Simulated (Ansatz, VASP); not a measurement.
Ge in VASP and in Ansatz

INCAR

```
PREC = Accurate
ENCUT = 600
EDIFF = 1E-7
ISMEAR = -1
SIGMA = 0.1
LREAL = False
LASPH = True
NELM = 80
ALGO = Normal
ISIF = 3
LWAVE = False
LCHARG = False
GGA = PE
IBRION = 2
NSW = 80
EDIFFG = -0.01
```

File KPOINTS:

```
Automatic mesh
0
Gamma
  13 13 13
```

Contents of POSCAR:

```
Ge
1.0
    0.0000000000      2.1267354152      2.1267354152
    2.1267354152      0.0000000000      2.1267354152
    2.1267354152      2.1267354152      0.0000000000
Ge
1
Direct
    0.0000000000      0.0000000000      0.0000000000
```

Input for Ansatz:

```yaml
crystal:
  lattice:
    - [0.0, 2.1267354152, 2.1267354152]
    - [2.1267354152, 0.0, 2.1267354152]
    - [2.1267354152, 2.1267354152, 0.0]
  atoms:
    - { symbol: Ge, position: [0.0, 0.0, 0.0] }
hamiltonian:
  xc: pbe
  pseudopotentials:
    kind: paw
    azcp:
      Ge: "pseudopotentials/Ge.paw.azcp"
basis:
  ecutwfc: 420
  fft_grid_basis: typed
kpoints:
  mp_grid: { grid: [13, 13, 13], shift: [0, 0, 0] }
magnetization:
  spin_polarized: false
scf:
  occupations: { method: fermi_dirac, width: 0.1 }
relax:
  max_steps: 60
  f_tol: 0.01
  cell: {}
```

Alike in both runs: task relaxation of cell and atoms; functional PBE; k mesh 13 × 13 × 13; occupations fermi-dirac, width 0.1 eV; no spin polarisation.

```csv
,VASP,Ansatz
version,VASP 6.6.1,Ansatz 0.2.0
potentials or method,"VASP PAW PBE potentials, release 64 (Ge_d), cutoff 600 eV","plane waves (420 eV) with PAW, scalar-relativistic"
valence electrons in the cell,14,14
```

Ansatz gave:

```
relaxed volume (Å³/atom)                                     : 19.56
relaxed cell length with the largest relative difference (Å) : 3.024
```

**Question.** Which values does VASP return?

**Answer.** Relaxed volume (Å³/atom): 19.61; relaxed cell length with the largest relative difference (Å): 3.027.
